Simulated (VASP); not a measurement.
# LiH (P6_3/mmc) in VASP: a series of runs

The runs below take LiH through single point, with r2SCAN.

Program: VASP 6.6.1. These are calculated values, not measurements. Logs are shortened: lines on timing, memory, paths and dates and some standing lists are left out, and cuts for length are marked.

## Step 1: The cell of the first run

Symmetry: P6_3/mmc, No. 194, hexagonal system. The conventional cell has a = 3.287 Å, b = 3.287 Å, c = 4.109 Å, α = 90.00°, β = 90.00°, γ = 120.00°. Li (site symmetry -6m2) has 5 H at 1.90 to 2.05 Å within 2.5 Å. H (site symmetry -6m2) has 5 Li at 1.90 to 2.05 Å within 2.5 Å.

## Step 2: Single point, r2SCAN (9.61 Å³/atom)

File POSCAR:

```
LiH
1.0
    3.2870514753      0.0000000000      0.0000000000
   -1.6435257377      2.8466700811      0.0000000000
    0.0000000000      0.0000000000      4.1093586964
Li H
2 2
Direct
    0.3333333333      0.6666666667      0.2500000000
    0.6666666667      0.3333333333      0.7500000000
    0.6666666667      0.3333333333      0.2500000000
    0.3333333333      0.6666666667      0.7500000000
```

File INCAR.step1:

```
SYSTEM = LiH
  PREC = Accurate
  ENCUT = 520
  ISMEAR = 0
  SIGMA = 0.01
  LREAL = .FALSE.
  LASPH = .TRUE.
  NELM = 100
  NBANDS = 12
  GGA = PE
  ALGO = Normal
  EDIFF = 1E-4
  LWAVE = .TRUE.
  LCHARG = .FALSE.
```

File INCAR.step2:

```
SYSTEM = LiH
  PREC = Accurate
  ENCUT = 520
  EDIFF = 1E-6
  ISMEAR = 0
  SIGMA = 0.01
  LREAL = .FALSE.
  LASPH = .TRUE.
  NELM = 100
  ALGO = Normal
  ISIF = 2
  LWAVE = .FALSE.
  LCHARG = .TRUE.
  METAGGA = R2SCAN
  LMIXTAU = .TRUE.
  LELF = .TRUE.
  LVHAR = .TRUE.
  NBANDS = 12
  ISTART = 1
```

File KPOINTS:

```
Automatic mesh
0
G
  9 9 6
  0 0 0
```

Potentials or basis: VASP PAW PBE potentials, release 64 (Li_sv, H).

The run is started by

```
cat potpaw_PBE.64/Li_sv/POTCAR potpaw_PBE.64/H/POTCAR > POTCAR
cp INCAR.step1 INCAR
mpirun -np 1 vasp_std > vasp.out
cp INCAR.step2 INCAR
mpirun -np 1 vasp_std > vasp.out
```

OUTCAR:

```text
SYSTEM = LiH
   PREC = Accurate
   ENCUT = 520
   EDIFF = 1E-6
   ISMEAR = 0
   LREAL = .FALSE.
   LASPH = .TRUE.
   NELM = 100
   ISIF = 2
   METAGGA = R2SCAN
   ISTART = 1

 ion  position               nearest neighbor table
   1  0.333  0.667  0.250-
   2  0.667  0.333  0.750-
   3  0.667  0.333  0.250-
   4  0.333  0.667  0.750-

  LATTYP: Found a hexagonal cell.
 ALAT       =     3.2870514753
 C/A-ratio  =     1.2501656050

  Lattice vectors:

 A1 = (   3.2870514753,   0.0000000000,   0.0000000000)
 A2 = (  -1.6435257377,   2.8466700811,   0.0000000000)
 A3 = (   0.0000000000,   0.0000000000,   4.1093586964)

Analysis of symmetry for initial positions (statically):
=====================================================================
 Subroutine PRICEL returns:
 Original cell was already a primitive cell.

 Routine SETGRP: Setting up the symmetry group for a
 hexagonal supercell.

 Subroutine GETGRP returns: Found 24 space group operations
 (whereof 12 operations were pure point group operations)
 out of a pool of 24 trial point group operations.

The static configuration has the point symmetry D_3d.
 The point group associated with its full space group is D_6h.

Analysis of symmetry for dynamics (positions and initial velocities):
=====================================================================
 Subroutine PRICEL returns:
 Original cell was already a primitive cell.

 Routine SETGRP: Setting up the symmetry group for a
 hexagonal supercell.

 Subroutine GETGRP returns: Found 24 space group operations
 (whereof 12 operations were pure point group operations)
 out of a pool of 24 trial point group operations.

The dynamic configuration has the point symmetry D_3d.
 The point group associated with its full space group is D_6h.

 Subroutine INISYM returns: Found 24 space group operations
 (whereof 12 operations are pure point group operations),
 and found     1 'primitive' translations

----------------------------------------------------------------------------------------

                                     Primitive cell

  volume of cell :      38.4519

  direct lattice vectors                    reciprocal lattice vectors
     3.287051475  0.000000000  0.000000000     0.304224016  0.175643817  0.000000000
    -1.643525738  2.846670081  0.000000000     0.000000000  0.351287635  0.000000000
     0.000000000  0.000000000  4.109358696     0.000000000  0.000000000  0.243346973

  length of vectors
     3.287051475  3.287051475  4.109358696     0.351287635  0.351287635  0.243346973

  position of ions in fractional coordinates (direct lattice)
     0.333333333  0.666666667  0.250000000
     0.666666667  0.333333333  0.750000000
     0.666666667  0.333333333  0.250000000
     0.333333333  0.666666667  0.750000000

  ion indices of the primitive-cell ions
   primitive index   ion index
                 1           1
                 2           2
                 3           3
                 4           4

----------------------------------------------------------------------------------------

 KPOINTS: Automatic mesh

Automatic generation of k-mesh.
 Grid dimensions read from file:
 generate k-points for:    9    9    6

 Generating k-lattice:

  Cartesian coordinates                     Fractional coordinates (reciprocal lattice)
     0.033802668  0.019515980  0.000000000     0.111111111  0.000000000  0.000000000
     0.000000000  0.039031959  0.000000000     0.000000000  0.111111111  0.000000000
     0.000000000  0.000000000  0.040557829     0.000000000  0.000000000  0.166666667

  Length of vectors
     0.039031959  0.039031959  0.040557829

  Shift w.r.t. Gamma in fractional coordinates (k-lattice)
     0.000000000  0.000000000  0.000000000

 Subroutine IBZKPT returns following result:
 ===========================================

 Found     48 irreducible k-points:

 Following reciprocal coordinates:
            Coordinates               Weight
  0.000000  0.000000  0.000000      1.000000
  0.111111  0.000000  0.000000      6.000000
  0.222222 -0.000000  0.000000      6.000000
  0.333333  0.000000  0.000000      6.000000
  0.444444 -0.000000  0.000000      6.000000
  0.111111  0.111111  0.000000      6.000000
[... 16 lines left out ...]
  0.333333  0.222222  0.166667     24.000000
  0.333333  0.333333  0.166667      4.000000
 [... further k-points ...]
   k-points           NKPTS =     48   k-points in BZ     NKDIM =     48   number of bands    NBANDS=     12
   number of dos      NEDOS =    301   number of ions     NIONS =      4
   total plane-waves  NPLWV =  18432
   dimension x,y,z NGX =    24 NGY =   24 NGZ =   32
   dimension x,y,z NGXF=    48 NGYF=   48 NGZF=   64
   ions per type =               2   2
   NGX,Y,Z   is equivalent  to a cutoff of  12.14, 12.14, 12.95 a.u.
   NGXF,Y,Z  is equivalent  to a cutoff of  24.28, 24.28, 25.89 a.u.
 SYSTEM =  LiH
   PREC   = accura    normal or accurate (medium, high low for compatibility)
   ISTART =      1    job   : 0-new  1-cont  2-samecut
   ICHARG =      0    charge: 1-file 2-atom 10-const
   ISPIN  =      1    spin polarized calculation?
   LNONCOLLINEAR =      F non collinear calculations
   LSORBIT =      F    spin-orbit coupling
   LASPH  =      T    aspherical Exc in radial PAW
   ENCUT  =  520.0 eV  38.22 Ry    6.18 a.u.   6.11  6.11  7.64*2*pi/ulx,y,z
   NELM   =    100;   NELMIN=  2; NELMDL=  0     # of ELM steps
   EDIFF  = 0.1E-05   stopping-criterion for ELM
   LREAL  =      F    real-space projection
   EDIFFG = 0.1E-04   stopping-criterion for IOM
   NSW    =      0    number of steps for IOM
   IBRION =     -1    ionic relax: 0-MD 1-quasi-New 2-CG
   NFREE  =      0    steps in history (QN), initial steepest desc. (CG)
   ISIF   =      2    stress and relaxation
   ISYM   =      2    0-nonsym 1-usesym 2-fastsym
   POTIM  = 0.5000    time-step for ionic-motion
   TEBEG  =    0.0;   TEEND  =   0.0 temperature during run
   PSTRESS=    0.0 pullay stress
   NELECT =       8.0000    total number of electrons
   NUPDOWN=      -1.0000    fix difference up-down
   EMIN   =  10.00;   EMAX   =-10.00  energy-range for DOS
   EFERMI =   0.00;   METHOD = LEGACY
   ISMEAR =     0;   SIGMA  =   0.01  broadening in eV -4-tet -1-fermi 0-gaus
   EFERMI_NEDOS =   21; number of points for ismear=-14 and -15
   IALGO  =     38    algorithm
   IMIX   =      4    mixing-type and parameters
     AMIX     =   0.40;   BMIX     =  1.00
     AMIX_MAG =   1.60;   BMIX_MAG =  1.00
  volume/ion in A,a.u.               =       9.61        64.87
  Fermi-wavevector in a.u.,A,eV,Ry     =   0.970061  1.833149 12.803325  0.941018
  Thomas-Fermi vector in A             =   2.100165
   LORBIT       =      0    0 simple, 1 ext, 2 COOP (PROOUT), +10 PAW based schemes
   METAGGA = R2SCAN    functional components
   LHFCALC =     F    Hartree Fock is set to
   AEXX    =    0.0000 exact exchange contribution
   IVDW    =     0    specifies the selected vdW correction
   LEPSILON=     F    determine dielectric tensor
   LRPA    =     F    only Hartree local field effects (RPA)
 non-spin polarized calculation
 Gauss-broadening in eV      SIGMA  =   0.01
  energy-cutoff  :      520.00
  volume of cell :       38.45
 maximum number of plane-waves:      1059
   NGX = 13   NGY = 13   NGZ = 15

 number of electron       8.0000002 magnetization

 Free energy of the ion-electron system (eV)
  ---------------------------------------------------
  ext. energy  EPLUGINS =         0.00000000
  ---------------------------------------------------
  free energy    TOTEN  =       -13.52906636 eV

  energy without entropy =      -13.52906636  energy(sigma->0) =      -13.52906636

 E-fermi :  -0.3916     XC(G=0):  -8.0811

 val. band max:       -0.5479571650   @ k =   0.0000   0.0000   0.0000
 cond. band min:       1.8005936540   @ k =   0.3333   0.3333   0.0000
 fundamental gap:      2.3485508189
 Fermi energy:        -0.3916465805

 k-point     1 :       0.0000    0.0000    0.0000
  band No.  band energies     occupation
      1     -46.6322      2.00000
      2     -46.5821      2.00000
      3      -5.7082      2.00000
      4      -0.5480      2.00000
      5       3.0747      0.00000
      6      10.9345      0.00000
      7      10.9351      0.00000
      8      11.5671      0.00000
      9      13.6469      0.00000
     10      13.6470      0.00000
     11      15.5898      0.00000
     12      18.3249      0.00000

 k-point     2 :       0.1111    0.0000    0.0000
  band No.  band energies     occupation
      1     -46.6302      2.00000
      2     -46.5826      2.00000
      3      -5.5621      2.00000
      4      -0.6261      2.00000
      5       3.3022      0.00000
      6       9.2160      0.00000
      7      10.0098      0.00000
      8      11.2817      0.00000
      9      14.9662      0.00000
     10      15.1900      0.00000
     11      15.4003      0.00000
     12      16.9506      0.00000

 k-point     3 :       0.2222   -0.0000    0.0000
  band No.  band energies     occupation
      1     -46.6245      2.00000
      2     -46.5845      2.00000
      3      -5.1283      2.00000
      4      -0.8981      2.00000
      5       3.9801      0.00000
      6       6.8637      0.00000
      7       8.7717      0.00000
      8      11.0578      0.00000
      9      14.2208      0.00000
     10      14.7005      0.00000
     11      16.0095      0.00000
     12      16.0185      0.00000
[... 286 lines left out ...]
 k-point    23 :       0.3333    0.2222    0.1667
  band No.  band energies     occupation
      1     -46.6053      2.00000
      2     -46.5953      2.00000
      3      -3.1811      2.00000
      4      -2.2827      2.00000
      5       2.6353      0.00000
      6       6.7324      0.00000
      7       8.1274      0.00000
      8       9.5442      0.00000
      9      10.6793      0.00000
     10      12.6398      0.00000
     11      15.4294      0.00000
     12      16.9722      0.00000

 k-point    24 :       0.3333    0.3333    0.1667
  band No.  band energies     occupation
      1     -46.5999      2.00000
      2     -46.5999      2.00000
      3      -2.6236      2.00000
      4      -2.6235      2.00000
      5       2.0541      0.00000
      6       7.9411      0.00000
      7       7.9412      0.00000
      8       8.0264      0.00000
      9      11.9602      0.00000
     10      11.9603      0.00000
     11      14.5559      0.00000
     12      18.7347      0.00000

 [... further k-points ...]

------------------------ aborting loop because EDIFF is reached ----------------------------------------

  FORCE on cell =-STRESS in cart. coord.  units (eV):
  Direction    XX          YY          ZZ          XY          YZ          ZX
  --------------------------------------------------------------------------------------
  -------------------------------------------------------------------------------------
  Total       -0.2242713     -0.2242713     -0.3522766      0.0000000      0.0000000      0.0000000
  in kB       -9.3447280     -9.3447280    -14.6783317      0.0000000      0.0000000      0.0000000
  external PRESSURE =     -11.1225959 kB  Pullay stress =       0.0000000 kB

 VOLUME and BASIS-vectors are now :
 -----------------------------------------------------------------------------
  energy-cutoff  :      520.00
  volume of cell :       38.45
      direct lattice vectors                 reciprocal lattice vectors
     3.287051475  0.000000000  0.000000000     0.304224016  0.175643817  0.000000000
    -1.643525738  2.846670081  0.000000000     0.000000000  0.351287635  0.000000000
     0.000000000  0.000000000  4.109358696     0.000000000  0.000000000  0.243346973

 POSITION                                       TOTAL-FORCE (eV/Angst)
 -----------------------------------------------------------------------------------
     -0.00000      1.89778      1.02734        -0.000000      0.000000      0.000000
      1.64353      0.94889      3.08202         0.000000     -0.000000      0.000000
      1.64353      0.94889      1.02734         0.000000      0.000000      0.000000
     -0.00000      1.89778      3.08202        -0.000000     -0.000000      0.000000
 -----------------------------------------------------------------------------------
    total drift:                               -0.000000      0.000000     -0.000000

  FREE ENERGIE OF THE ION-ELECTRON SYSTEM (eV)
  ---------------------------------------------------
  free  energy   TOTEN  =       -13.5290663641 eV

  energy  without entropy=      -13.5290663641  energy(sigma->0) =      -13.52906636
```

Wall time 50 s (1 thread of Intel Xeon 8259CL, shared host); peak memory 0.15 GiB.

What came out:

```
Free energy            : -13.5291 eV
Band gap on the k mesh : 2.35 eV (least direct gap 3.62 eV)
```

Caveat: the cutoff is under 1.25 times the usual one of these potentials, so pressure, stress and relaxed cells hold a basis-set (Pulay) error; the PAW data sets were made with another functional, which shifts forces and pressure a little. A k mesh can miss the band edges.

[end of part 1 of 2]
